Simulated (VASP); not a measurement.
# HfB (Fm-3m) in VASP: notebook

HfB is run at these levels: revPBE+D4, r2SCAN; tasks: single point.

All numbers are computed with VASP 6.6.1; they aren't measurements. Logs are shortened: lines on timing, memory, paths and dates and some standing lists are left out, and cuts for length are marked.

**1. The cell of the first run**

Symmetry: Fm-3m, No. 225, cubic system. Conventional cell: a = 4.794 Å, b = 4.794 Å, c = 4.794 Å, α = 90.00°, β = 90.00°, γ = 90.00°. Hf (site symmetry m-3m) has 6 B at 2.40 Å within 3.2 Å. Within 3.2 Å of B (site symmetry m-3m) lie 6 Hf at 2.40 Å.

**2. Single point, revPBE+D4**

Contents of INCAR:

```
SYSTEM = HfB
ALGO = Normal ; EDIFF = 1E-7
ENCUT = 520 ; GGA = RE
ISIF = 2 ; ISMEAR = -1
IVDW = 13 ; LASPH = .True.
LCHARG = .False. ; LREAL = .False.
LWAVE = .False. ; NBANDS = 14
NELM = 80 ; PREC = Accurate
SIGMA = 0.05
```

Contents of KPOINTS:

```
k-points
0
Gamma
  10 10 10
  0 0 0
```

Contents of POSCAR:

```
HfB
1.0
    0.0000000000      2.3968669448      2.3968669448
    2.3968669448      0.0000000000      2.3968669448
    2.3968669448      2.3968669448      0.0000000000
Hf B
1 1
Direct
    0.5000000000      0.5000000000      0.5000000000
    0.0000000000      0.0000000000      0.0000000000
```

Potentials or basis: VASP PAW PBE potentials, release 64 (Hf_pv, B).

Started as:

```console
$ cat potpaw_PBE.64/Hf_pv/POTCAR potpaw_PBE.64/B/POTCAR > POTCAR
$ mpirun -np 1 vasp_std > vasp.out
```

OUTCAR:

```text
SYSTEM = HfB
   EDIFF = 1E-7
   ENCUT = 520
   GGA = RE
   ISIF = 2
   ISMEAR = -1
   IVDW = 13
   LASPH = .True.
   LREAL = .False.
   NELM = 80
   PREC = Accurate

 ion  position               nearest neighbor table
   1  0.500  0.500  0.500-   2 2.40   2 2.40   2 2.40   2 2.40   2 2.40   2 2.40
   2  0.000  0.000  0.000-   1 2.40   1 2.40   1 2.40   1 2.40   1 2.40   1 2.40

  LATTYP: Found a face centered cubic cell.
 ALAT       =     4.7937338896

  Lattice vectors:

 A1 = (   0.0000000000,   2.3968669448,   2.3968669448)
 A2 = (   2.3968669448,   0.0000000000,   2.3968669448)
 A3 = (   2.3968669448,   2.3968669448,   0.0000000000)

Analysis of symmetry for initial positions (statically):
=====================================================================
 Subroutine PRICEL returns:
 Original cell was already a primitive cell.

 Routine SETGRP: Setting up the symmetry group for a
 face centered cubic supercell.

 Subroutine GETGRP returns: Found 48 space group operations
 (whereof 48 operations were pure point group operations)
 out of a pool of 48 trial point group operations.

The static configuration has the point symmetry O_h .

Analysis of symmetry for dynamics (positions and initial velocities):
=====================================================================
 Subroutine PRICEL returns:
 Original cell was already a primitive cell.

 Routine SETGRP: Setting up the symmetry group for a
 face centered cubic supercell.

 Subroutine GETGRP returns: Found 48 space group operations
 (whereof 48 operations were pure point group operations)
 out of a pool of 48 trial point group operations.

The dynamic configuration has the point symmetry O_h .

 Subroutine INISYM returns: Found 48 space group operations
 (whereof 48 operations are pure point group operations),
 and found     1 'primitive' translations

----------------------------------------------------------------------------------------

                                     Primitive cell

  volume of cell :      27.5399

  direct lattice vectors                    reciprocal lattice vectors
     0.000000000  2.396866945  2.396866945    -0.208605655  0.208605655  0.208605655
     2.396866945  0.000000000  2.396866945     0.208605655 -0.208605655  0.208605655
     2.396866945  2.396866945  0.000000000     0.208605655  0.208605655 -0.208605655

  length of vectors
     3.389681741  3.389681741  3.389681741     0.361315594  0.361315594  0.361315594

  position of ions in fractional coordinates (direct lattice)
     0.500000000  0.500000000  0.500000000
     0.000000000  0.000000000  0.000000000

  ion indices of the primitive-cell ions
[... 88 lines left out ...]
   EMIN   =  10.00;   EMAX   =-10.00  energy-range for DOS
   EFERMI =   0.00;   METHOD = LEGACY
   ISMEAR =    -1;   SIGMA  =   0.05  broadening in eV -4-tet -1-fermi 0-gaus
   EFERMI_NEDOS =   21; number of points for ismear=-14 and -15
   IALGO  =     38    algorithm
   IMIX   =      4    mixing-type and parameters
     AMIX     =   0.40;   BMIX     =  1.00
     AMIX_MAG =   1.60;   BMIX_MAG =  1.00
  volume/ion in A,a.u.               =      13.77        92.92
  Fermi-wavevector in a.u.,A,eV,Ry     =   1.274683  2.408801 22.106957  1.624815
  Thomas-Fermi vector in A             =   2.407437
   LORBIT       =      0    0 simple, 1 ext, 2 COOP (PROOUT), +10 PAW based schemes
   GGA     = RE    functional components
   LHFCALC =     F    Hartree Fock is set to
   AEXX    =    0.0000 exact exchange contribution
   IVDW    =    13    specifies the selected vdW correction
   LEPSILON=     F    determine dielectric tensor
   LRPA    =     F    only Hartree local field effects (RPA)
 non-spin polarized calculation
  energy-cutoff  :      520.00
  volume of cell :       27.54
 maximum number of plane-waves:       754
 NGX is ok and might be reduce to    28
   NGX = 13   NGY = 13   NGZ = 13

 number of electron      12.9999999 magnetization

 Free energy of the ion-electron system (eV)
  ---------------------------------------------------
  ext. energy  EPLUGINS =         0.00000000
  ---------------------------------------------------
  free energy    TOTEN  =       -16.85962680 eV

  energy without entropy =      -16.84488687  energy(sigma->0) =      -16.85225684

 E-fermi :   4.4962     XC(G=0): -11.7469

 val. band max:        4.4939862955   @ k =  -0.4000   0.4000   0.1000
 cond. band min:       4.5150600983   @ k =   0.3000   0.2000   0.1000
 fundamental gap:      0.0210738028
 Fermi energy:         4.4962261566

 k-point     1 :       0.0000    0.0000    0.0000
  band No.  band energies     occupation
      1     -24.3969      2.00000
      2     -24.3969      2.00000
      3     -24.3969      2.00000
      4      -4.7204      2.00000
      5       6.6112      0.00000
      6       6.6112      0.00000
      7       6.6112      0.00000
      8       8.1663      0.00000
      9       8.1663      0.00000
     10       8.1663      0.00000
     11       8.3272      0.00000
     12       8.3272      0.00000
     13      15.7281      0.00000
     14      15.8753      0.00000
[... 377 lines left out ...]
      1     -24.7540      2.00000
      2     -24.5432      2.00000
      3     -24.5285      2.00000
      4      -1.9979      2.00000
      5       2.3836      2.00000
      6       3.9015      1.99999
      7       5.6840      0.00000
      8       6.4328      0.00000
      9      10.1655      0.00000
     10      11.5955      0.00000
     11      11.8647      0.00000
     12      15.3775      0.00000
     13      15.8623      0.00000
     14      19.1113      0.00000

 [... further k-points ...]

------------------------ aborting loop because EDIFF is reached ----------------------------------------

  DFT-D4 for vdW energy calculation

  Edisp (eV):   -0.92970

  FORCE on cell =-STRESS in cart. coord.  units (eV):
  Direction    XX          YY          ZZ          XY          YZ          ZX
  --------------------------------------------------------------------------------------
  -------------------------------------------------------------------------------------
  Total       0.02961     0.02961     0.02961     0.00000     0.00000     0.00000
  in kB       1.72284     1.72284     1.72284     0.00000     0.00000     0.00000
  external pressure =        1.72 kB  Pullay stress =        0.00 kB

 VOLUME and BASIS-vectors are now :
 -----------------------------------------------------------------------------
  energy-cutoff  :      520.00
  volume of cell :       27.54
      direct lattice vectors                 reciprocal lattice vectors
     0.000000000  2.396866945  2.396866945    -0.208605655  0.208605655  0.208605655
     2.396866945  0.000000000  2.396866945     0.208605655 -0.208605655  0.208605655
     2.396866945  2.396866945  0.000000000     0.208605655  0.208605655 -0.208605655

 POSITION                                       TOTAL-FORCE (eV/Angst)
 -----------------------------------------------------------------------------------
      2.39687      2.39687      2.39687        -0.000000     -0.000000     -0.000000
      0.00000      0.00000      0.00000         0.000000      0.000000      0.000000
 -----------------------------------------------------------------------------------
    total drift:                                0.000000      0.000000      0.000000

  FREE ENERGIE OF THE ION-ELECTRON SYSTEM (eV)
  ---------------------------------------------------
  free  energy   TOTEN  =       -17.7893233207 eV

  energy  without entropy=      -17.7745833847  energy(sigma->0) =      -17.78195335
```

It took 11 s on 1 thread of Intel Xeon 6975P-C (Granite Rapids), shared host; peak memory 0.16 GiB.

Results:

| Property | Result |
| --- | --- |
| Free energy | -17.7893 eV |
| Pressure | 0.2 GPa |
| Dispersion energy per atom | -0.465 eV |

Caveat: the PAW data sets were made with another functional, which shifts forces and pressure a little; spin-orbit coupling is left out, which moves the levels of the heavy elements; pairwise dispersion overbinds metals, which lowers pressure and volume.

**3. Single point, r2SCAN**

This run uses another cell than the first one, of 12.82 Å³/atom, 0.931 times its volume.

Contents of POSCAR:

```
HfB
1.0
    0.0000000000      2.3403982228      2.3403982228
    2.3403982228      0.0000000000      2.3403982228
    2.3403982228      2.3403982228      0.0000000000
Hf B
1 1
Direct
    0.5000000000      0.5000000000      0.5000000000
    0.0000000000      0.0000000000      0.0000000000
```

Contents of INCAR.step1:

```
SYSTEM = HfB
ALGO = Normal
EDIFF = 1E-4
ENCUT = 520
GGA = PE
ISMEAR = -1
LASPH = .TRUE.
LCHARG = .FALSE.
LREAL = .FALSE.
LWAVE = .TRUE.
NBANDS = 14
NELM = 80
PREC = Accurate
SIGMA = 0.05
```

Contents of INCAR.step2:

```
SYSTEM = HfB
ALGO = Normal
EDIFF = 1E-7
ENCUT = 520
ISIF = 2
ISMEAR = -1
ISTART = 1
LASPH = .TRUE.
LCHARG = .FALSE.
LMIXTAU = .TRUE.
LREAL = .FALSE.
LWAVE = .FALSE.
METAGGA = R2SCAN
NBANDS = 14
NELM = 80
PREC = Accurate
SIGMA = 0.05
```

Contents of KPOINTS:

```
k-points
0
G
  10 10 10
  0 0 0
```

Potentials or basis: VASP PAW PBE potentials, release 64 (Hf_pv, B).

Started as:

```console
$ cat potpaw_PBE.64/Hf_pv/POTCAR potpaw_PBE.64/B/POTCAR > POTCAR
$ cp INCAR.step1 INCAR
$ mpirun -np 1 vasp_std > vasp.out
$ cp INCAR.step2 INCAR
$ mpirun -np 1 vasp_std > vasp.out
```

OUTCAR:

```text
SYSTEM = HfB
   EDIFF = 1E-7
   ENCUT = 520
   ISIF = 2
   ISMEAR = -1
   ISTART = 1
   LASPH = .TRUE.
   LREAL = .FALSE.
   METAGGA = R2SCAN
   NELM = 80
   PREC = Accurate

 ion  position               nearest neighbor table
   1  0.500  0.500  0.500-   2 2.34   2 2.34   2 2.34   2 2.34   2 2.34   2 2.34
   2  0.000  0.000  0.000-   1 2.34   1 2.34   1 2.34   1 2.34   1 2.34   1 2.34

  LATTYP: Found a face centered cubic cell.
 ALAT       =     4.6807964456

  Lattice vectors:

 A1 = (   0.0000000000,   2.3403982228,   2.3403982228)
 A2 = (   2.3403982228,   0.0000000000,   2.3403982228)
[... 586 lines left out ...]
     11      13.1561      0.00000
     12      17.3659      0.00000
     13      17.7683      0.00000
     14      18.7819      0.00000

 [... further k-points ...]
[... 5 lines left out ...]
  --------------------------------------------------------------------------------------
  -------------------------------------------------------------------------------------
  Total        3.0747660      3.0747660      3.0747660      0.0000000      0.0000000     -0.0000000
  in kB      192.1424734    192.1424734    192.1424734      0.0000000      0.0000000     -0.0000000
  external PRESSURE =     192.1424734 kB  Pullay stress =       0.0000000 kB

 VOLUME and BASIS-vectors are now :
 -----------------------------------------------------------------------------
  energy-cutoff  :      520.00
  volume of cell :       25.64
      direct lattice vectors                 reciprocal lattice vectors
     0.000000000  2.340398223  2.340398223    -0.213638856  0.213638856  0.213638856
     2.340398223  0.000000000  2.340398223     0.213638856 -0.213638856  0.213638856
     2.340398223  2.340398223  0.000000000     0.213638856  0.213638856 -0.213638856

 POSITION                                       TOTAL-FORCE (eV/Angst)
 -----------------------------------------------------------------------------------
      2.34040      2.34040      2.34040         0.000000     -0.000000      0.000000
      0.00000      0.00000      0.00000        -0.000000      0.000000     -0.000000
 -----------------------------------------------------------------------------------
    total drift:                                0.000000      0.000000      0.000000

  FREE ENERGIE OF THE ION-ELECTRON SYSTEM (eV)
  ---------------------------------------------------
  free  energy   TOTEN  =       -53.3029213052 eV

  energy  without entropy=      -53.2900541828  energy(sigma->0) =      -53.29648774
```

OUTCAR.step1:

```text
SYSTEM = HfB
   EDIFF = 1E-4
   ENCUT = 520
   GGA = PE
   ISMEAR = -1
   LASPH = .TRUE.
   LREAL = .FALSE.
[... 628 lines left out ...]
      2.34040      2.34040      2.34040         0.000000      0.000000      0.000000
      0.00000      0.00000      0.00000        -0.000000     -0.000000     -0.000000
 -----------------------------------------------------------------------------------
    total drift:                                0.000000      0.000000      0.000000

  FREE ENERGIE OF THE ION-ELECTRON SYSTEM (eV)
  ---------------------------------------------------
  free  energy   TOTEN  =       -17.3046867660 eV

  energy  without entropy=      -17.2918283680  energy(sigma->0) =      -17.29825757
```

OSZICAR.step1:

```text
N       E                     dE             d eps       ncg     rms          rms(c)
DAV:   1     0.216665258142E+02    0.21667E+02   -0.69278E+03  1324   0.862E+02
DAV:   2    -0.180186098355E+02   -0.39685E+02   -0.37794E+02  1664   0.192E+02
DAV:   3    -0.189791805565E+02   -0.96057E+00   -0.95747E+00  1694   0.205E+01
DAV:   4    -0.189826950986E+02   -0.35145E-02   -0.35144E-02  1466   0.156E+00
DAV:   5    -0.189827148665E+02   -0.19768E-04   -0.19768E-04  1696   0.103E-01    0.625E+01
DAV:   6    -0.173633872983E+02    0.16193E+01   -0.26064E+00  1526   0.999E+00    0.394E+01
DAV:   7    -0.173346496832E+02    0.28738E-01   -0.74068E-01  1700   0.548E+00    0.100E+01
DAV:   8    -0.173045134858E+02    0.30136E-01   -0.95134E-02  1454   0.184E+00    0.124E+00
DAV:   9    -0.173046815925E+02   -0.16811E-03   -0.46994E-03  1706   0.494E-01    0.234E-01
DAV:  10    -0.173046867660E+02   -0.51735E-05   -0.54198E-05  1026   0.557E-02
   1 F= -.17304687E+02 E0= -.17298258E+02  d E =-.128584E-01
```

It took 80 s on 1 thread of Intel Xeon Platinum 8259CL at 2.50GHz (Skylake/Cascade Lake), shared host; peak memory 0.17 GiB.

What came out:

* Free energy: -53.3029 eV
* Pressure: 19.2 GPa

Caveat: the PAW data sets were made with another functional, which shifts forces and pressure a little; spin-orbit coupling is left out, which moves the levels of the heavy elements.
